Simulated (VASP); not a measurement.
# BaAlF4 (P1) in VASP: single point with PBE

Aim: the single point of BaAlF4 with PBE.

Everything below comes from runs of VASP 6.6.1. Logs are shortened: lines on timing, memory, paths and dates and some standing lists are left out, and cuts for length are marked.

## (1) The cell of the first run

The typed cell holds 6 atoms: a = 3.689 Å, b = 3.689 Å, c = 6.358 Å, α = 90.00°, β = 90.00°, γ = 90.00°.

## (2) Single point, PBE

Contents of INCAR:

```
PREC = Accurate
ENCUT = 520
EDIFF = 1E-6
ISMEAR = -1
SIGMA = 0.1
LREAL = F
LASPH = T
NELM = 100
ALGO = Normal
ISIF = 2
LWAVE = F
LCHARG = F
GGA = PE
NBANDS = 30
```

Contents of KPOINTS:

```
Automatic mesh
0
Gamma
  4 4 3
```

Contents of POSCAR:

```
BaAlF4
1.0
    3.6888600000      0.0000000000      0.0000000000
    0.0000000000      3.6888600000      0.0000000000
    0.0000000000      0.0000000000      6.3582580000
Ba Al F
1 1 4
Direct
    0.5053534154      0.4927324431      0.4945782320
   -0.0031830972      0.0077118676      0.0050383297
    0.4932233807      0.0009905499      0.0103614858
    0.0130750422      0.5143106542     -0.0025403184
   -0.0010507311     -0.0116713565      0.2906476900
   -0.0160624149      0.0007967231      0.7139439765
```

Potentials or basis: VASP PAW PBE potentials, release 64 (Ba_sv, Al, F).

On the command line:

```
cat potpaw_PBE.64/Ba_sv/POTCAR potpaw_PBE.64/Al/POTCAR potpaw_PBE.64/F/POTCAR > POTCAR
mpirun -np 1 vasp_std > vasp.out
```

OUTCAR:

```text
PREC = Accurate
   ENCUT = 520
   EDIFF = 1E-6
   ISMEAR = -1
   LREAL = F
   LASPH = T
   NELM = 100
   ISIF = 2
   GGA = PE

 ion  position               nearest neighbor table
   1  0.505  0.493  0.495-   5 2.89   6 2.89   5 2.91   5 2.92   6 2.93   5 2.94   6 2.99   6 3.03
                             2 4.02   2 4.05
   2  0.997  0.008  0.005-   5 1.82   4 1.82   3 1.83   6 1.85   3 1.86   4 1.87   1 4.02   1 4.05

   3  0.493  0.001  0.010-   2 1.83   2 1.86
   4  0.013  0.514  0.997-   2 1.82   2 1.87
   5  0.999  0.988  0.291-   2 1.82   1 2.89   1 2.91   1 2.92   1 2.94
   6  0.984  0.001  0.714-   2 1.85   1 2.89   1 2.93   1 2.99   1 3.03

  LATTYP: Found a simple tetragonal cell.
 ALAT       =     3.6888600000
 C/A-ratio  =     1.7236376550

  Lattice vectors:

 A1 = (   3.6888600000,   0.0000000000,   0.0000000000)
 A2 = (   0.0000000000,   3.6888600000,   0.0000000000)
 A3 = (   0.0000000000,   0.0000000000,   6.3582580000)

Analysis of symmetry for initial positions (statically):
=====================================================================
 Subroutine PRICEL returns:
 Original cell was already a primitive cell.

 Routine SETGRP: Setting up the symmetry group for a
 simple tetragonal supercell.

 Subroutine GETGRP returns: Found  1 space group operations
 (whereof  1 operations were pure point group operations)
 out of a pool of 16 trial point group operations.

The static configuration has the point symmetry C_1 .

Analysis of symmetry for dynamics (positions and initial velocities):
=====================================================================
 Subroutine PRICEL returns:
 Original cell was already a primitive cell.

 Routine SETGRP: Setting up the symmetry group for a
 simple tetragonal supercell.

 Subroutine GETGRP returns: Found  1 space group operations
 (whereof  1 operations were pure point group operations)
 out of a pool of 16 trial point group operations.

The dynamic configuration has the point symmetry C_1 .

 Subroutine INISYM returns: Found  1 space group operations
 (whereof  1 operations are pure point group operations),
 and found     1 'primitive' translations

----------------------------------------------------------------------------------------

                                     Primitive cell

  volume of cell :      86.5212

  direct lattice vectors                    reciprocal lattice vectors
     3.688860000  0.000000000  0.000000000     0.271086460  0.000000000  0.000000000
     0.000000000  3.688860000  0.000000000     0.000000000  0.271086460  0.000000000
     0.000000000  0.000000000  6.358258000     0.000000000  0.000000000  0.157275782

  length of vectors
     3.688860000  3.688860000  6.358258000     0.271086460  0.271086460  0.157275782

  position of ions in fractional coordinates (direct lattice)
     0.505353415  0.492732443  0.494578232
     0.996816903  0.007711868  0.005038330
     0.493223381  0.000990550  0.010361486
     0.013075042  0.514310654  0.997459682
     0.998949269  0.988328643  0.290647690
     0.983937585  0.000796723  0.713943976

  ion indices of the primitive-cell ions
   primitive index   ion index
                 1           1
                 2           2
                 3           3
                 4           4
                 5           5
                 6           6

----------------------------------------------------------------------------------------

 KPOINTS: Automatic mesh

Automatic generation of k-mesh.
 Grid dimensions read from file:
 generate k-points for:    4    4    3

 Generating k-lattice:

  Cartesian coordinates                     Fractional coordinates (reciprocal lattice)
     0.067771615  0.000000000  0.000000000     0.250000000  0.000000000  0.000000000
     0.000000000  0.067771615  0.000000000     0.000000000  0.250000000  0.000000000
     0.000000000  0.000000000  0.052425261     0.000000000  0.000000000  0.333333333

  Length of vectors
     0.067771615  0.067771615  0.052425261

  Shift w.r.t. Gamma in fractional coordinates (k-lattice)
     0.000000000  0.000000000  0.000000000

 Subroutine IBZKPT returns following result:
 ===========================================

 Found     26 irreducible k-points:

 Following reciprocal coordinates:
            Coordinates               Weight
  0.000000  0.000000  0.000000      1.000000
  0.250000  0.000000  0.000000      2.000000
  0.000000  0.250000  0.000000      2.000000
  0.500000  0.000000  0.000000      1.000000
  0.000000  0.500000  0.000000      1.000000
  0.250000  0.250000  0.000000      2.000000
[... 16 lines left out ...]
 -0.250000  0.500000  0.333333      2.000000
  0.500000 -0.250000  0.333333      2.000000
 [... further k-points ...]
   k-points           NKPTS =     26   k-points in BZ     NKDIM =     26   number of bands    NBANDS=     30
   number of dos      NEDOS =    301   number of ions     NIONS =      6
   total plane-waves  NPLWV =  37632
   dimension x,y,z NGX =    28 NGY =   28 NGZ =   48
   dimension x,y,z NGXF=    56 NGYF=   56 NGZF=   96
   ions per type =               1   1   4
   NGX,Y,Z   is equivalent  to a cutoff of  12.62, 12.62, 12.55 a.u.
   NGXF,Y,Z  is equivalent  to a cutoff of  25.24, 25.24, 25.10 a.u.
 SYSTEM =  unknown system
   PREC   = accura    normal or accurate (medium, high low for compatibility)
   ISTART =      0    job   : 0-new  1-cont  2-samecut
   ICHARG =      2    charge: 1-file 2-atom 10-const
   ISPIN  =      1    spin polarized calculation?
   LNONCOLLINEAR =      F non collinear calculations
   LSORBIT =      F    spin-orbit coupling
   LASPH  =      T    aspherical Exc in radial PAW
   ENCUT  =  520.0 eV  38.22 Ry    6.18 a.u.   6.86  6.86 11.82*2*pi/ulx,y,z
   NELM   =    100;   NELMIN=  2; NELMDL= -5     # of ELM steps
   EDIFF  = 0.1E-05   stopping-criterion for ELM
   LREAL  =      F    real-space projection
[... 7 lines left out ...]
   TEBEG  =    0.0;   TEEND  =   0.0 temperature during run
   PSTRESS=    0.0 pullay stress
   NELECT =      41.0000    total number of electrons
   NUPDOWN=      -1.0000    fix difference up-down
   EMIN   =  10.00;   EMAX   =-10.00  energy-range for DOS
   EFERMI =   0.00;   METHOD = LEGACY
   ISMEAR =    -1;   SIGMA  =   0.10  broadening in eV -4-tet -1-fermi 0-gaus
   EFERMI_NEDOS =   21; number of points for ismear=-14 and -15
   IALGO  =     38    algorithm
   IMIX   =      4    mixing-type and parameters
     AMIX     =   0.40;   BMIX     =  1.00
     AMIX_MAG =   1.60;   BMIX_MAG =  1.00
  volume/ion in A,a.u.               =      14.42        97.31
  Fermi-wavevector in a.u.,A,eV,Ry     =   1.276327  2.411908 22.164034  1.629011
  Thomas-Fermi vector in A             =   2.408989
   LORBIT       =      0    0 simple, 1 ext, 2 COOP (PROOUT), +10 PAW based schemes
   GGA     = PE    functional components
   LHFCALC =     F    Hartree Fock is set to
   AEXX    =    0.0000 exact exchange contribution
   IVDW    =     0    specifies the selected vdW correction
   LEPSILON=     F    determine dielectric tensor
   LRPA    =     F    only Hartree local field effects (RPA)
 non-spin polarized calculation
  energy-cutoff  :      520.00
  volume of cell :       86.52
 maximum number of plane-waves:      2356
   NGX = 13   NGY = 13   NGZ = 23

 number of electron      40.9999982 magnetization

 Free energy of the ion-electron system (eV)
  ---------------------------------------------------
  ext. energy  EPLUGINS =         0.00000000
  ---------------------------------------------------
  free energy    TOTEN  =       -31.70150228 eV

  energy without entropy =      -31.65345869  energy(sigma->0) =      -31.67748049

 E-fermi :   6.9271     XC(G=0):  -9.6908

 val. band max:        6.9111279257   @ k =   0.5000   0.0000   0.3333
 cond. band min:       7.1348711485   @ k =   0.5000   0.0000   0.3333
 fundamental gap:      0.2237432228
 Fermi energy:         6.9270770494

 k-point     1 :       0.0000    0.0000    0.0000
  band No.  band energies     occupation
      1     -23.2466      2.00000
      2     -22.4582      2.00000
      3     -21.4439      2.00000
      4     -20.7112      2.00000
      5     -20.4127      2.00000
      6      -8.4830      2.00000
[... 22 lines left out ...]
     29      14.7509      0.00000
     30      14.8585      0.00000

 k-point     2 :       0.2500    0.0000    0.0000
  band No.  band energies     occupation
      1     -23.1299      2.00000
      2     -22.3143      2.00000
      3     -21.5686      2.00000
      4     -20.7417      2.00000
      5     -20.4443      2.00000
      6      -8.5060      2.00000
[... 22 lines left out ...]
     29      14.0223      0.00000
     30      15.4838      0.00000

 k-point     3 :       0.0000    0.2500    0.0000
  band No.  band energies     occupation
      1     -23.1295      2.00000
      2     -22.3162      2.00000
      3     -21.5685      2.00000
      4     -20.7327      2.00000
      5     -20.4522      2.00000
      6      -8.5066      2.00000
[... 22 lines left out ...]
     29      14.0530      0.00000
     30      15.5324      0.00000

 k-point     4 :       0.5000    0.0000    0.0000
  band No.  band energies     occupation
      1     -23.0038      2.00000
      2     -22.0315      2.00000
      3     -21.8402      2.00000
      4     -20.7879      2.00000
      5     -20.4624      2.00000
      6      -8.8486      2.00000
[... 22 lines left out ...]
     29      13.5465      0.00000
     30      15.1483      0.00000

 k-point     5 :       0.0000    0.5000    0.0000
  band No.  band energies     occupation
      1     -23.0028      2.00000
      2     -22.0454      2.00000
      3     -21.8291      2.00000
      4     -20.7720      2.00000
      5     -20.4767      2.00000
      6      -8.8497      2.00000
[... 22 lines left out ...]
     29      13.6204      0.00000
     30      15.1094      0.00000
[... 526 lines left out ...]
     29      13.9429      0.00000
     30      14.4527      0.00000

 k-point    22 :       0.5000    0.2500    0.3333
  band No.  band energies     occupation
      1     -22.9378      2.00000
      2     -21.9395      2.00000
      3     -21.8307      2.00000
      4     -20.8157      2.00000
      5     -20.4676      2.00000
      6      -8.8686      2.00000
[... 22 lines left out ...]
     29      13.8040      0.00000
     30      14.5729      0.00000

 k-point    23 :      -0.2500    0.5000    0.3333
  band No.  band energies     occupation
      1     -22.9373      2.00000
      2     -21.9504      2.00000
      3     -21.8216      2.00000
      4     -20.8076      2.00000
      5     -20.4747      2.00000
      6      -8.8697      2.00000
[... 22 lines left out ...]
     29      13.7719      0.00000
     30      14.5709      0.00000

 k-point    24 :       0.5000   -0.2500    0.3333
  band No.  band energies     occupation
      1     -22.9378      2.00000
      2     -21.9397      2.00000
      3     -21.8308      2.00000
      4     -20.8139      2.00000
      5     -20.4693      2.00000
      6      -8.8668      2.00000
[... 22 lines left out ...]
     29      13.7898      0.00000
     30      14.5676      0.00000

 [... further k-points ...]
[... 5 lines left out ...]
  --------------------------------------------------------------------------------------
  -------------------------------------------------------------------------------------
  Total        2.0064254      2.0114976      1.0627272     -0.0023924      0.1520092     -0.1900994
  in kB       37.1544731     37.2483996     19.6793101     -0.0443018      2.8148683     -3.5202112
  external PRESSURE =      31.3607276 kB  Pullay stress =       0.0000000 kB

 VOLUME and BASIS-vectors are now :
 -----------------------------------------------------------------------------
  energy-cutoff  :      520.00
  volume of cell :       86.52
      direct lattice vectors                 reciprocal lattice vectors
     3.688860000  0.000000000  0.000000000     0.271086460  0.000000000  0.000000000
     0.000000000  3.688860000  0.000000000     0.000000000  0.271086460  0.000000000
     0.000000000  0.000000000  6.358258000     0.000000000  0.000000000  0.157275782

 POSITION                                       TOTAL-FORCE (eV/Angst)
 -----------------------------------------------------------------------------------
      1.86418      1.81762      3.14466        -0.109854      0.026891      0.188955
      3.67712      0.02845      0.03204        -0.116299      0.127925     -0.459825
      1.81943      0.00365      0.06588         0.360375      0.202530     -0.080809
      0.04823      1.89722      6.34211        -0.214048     -0.705134      0.121257
      3.68498      3.64581      1.84801        -0.044694      0.236867     -0.496324
      3.62961      0.00294      4.53944         0.124520      0.110920      0.726746
 -----------------------------------------------------------------------------------
    total drift:                               -0.000840     -0.000155     -0.001410

  FREE ENERGIE OF THE ION-ELECTRON SYSTEM (eV)
  ---------------------------------------------------
  free  energy   TOTEN  =       -31.7015022811 eV

  energy  without entropy=      -31.6534586931  energy(sigma->0) =      -31.67748049
```

Run time: 73 s. Hardware: 1 thread of AMD EPYC 7R43 (Zen 3), shared host; peak memory 0.18 GiB.

What came out:

| Quantity | Value |
| --- | --- |
| Free energy | -31.7015 eV |
| Pressure | 3.1 GPa |
| Largest force | 0.747 eV/Å |
| Band gap on the k mesh | zero (an odd number of electrons rules out a gap without spin polarisation) |

Forces in eV/Å, atoms in the order of the input:
```
Ba  -0.110  0.027  0.189
Al  -0.116  0.128 -0.460
F    0.360  0.203 -0.081
F   -0.214 -0.705  0.121
F   -0.045  0.237 -0.496
F    0.125  0.111  0.727
```

Stress tensor (GPa, compression positive):
```
 3.72  0.00 -0.35
 0.00  3.72  0.28
-0.35  0.28  1.97
```

Caveat: the k points lie up to 0.43 Å⁻¹ apart, too coarse for converged energies and pressures of a metal; spin-orbit coupling is left out, which moves the levels of the heavy elements; an odd number of electrons without spin polarisation forces a metal; a magnetic or distorted state may lie lower.

The gap in the log of VASP goes by the Fermi energy; the results here count the filled bands.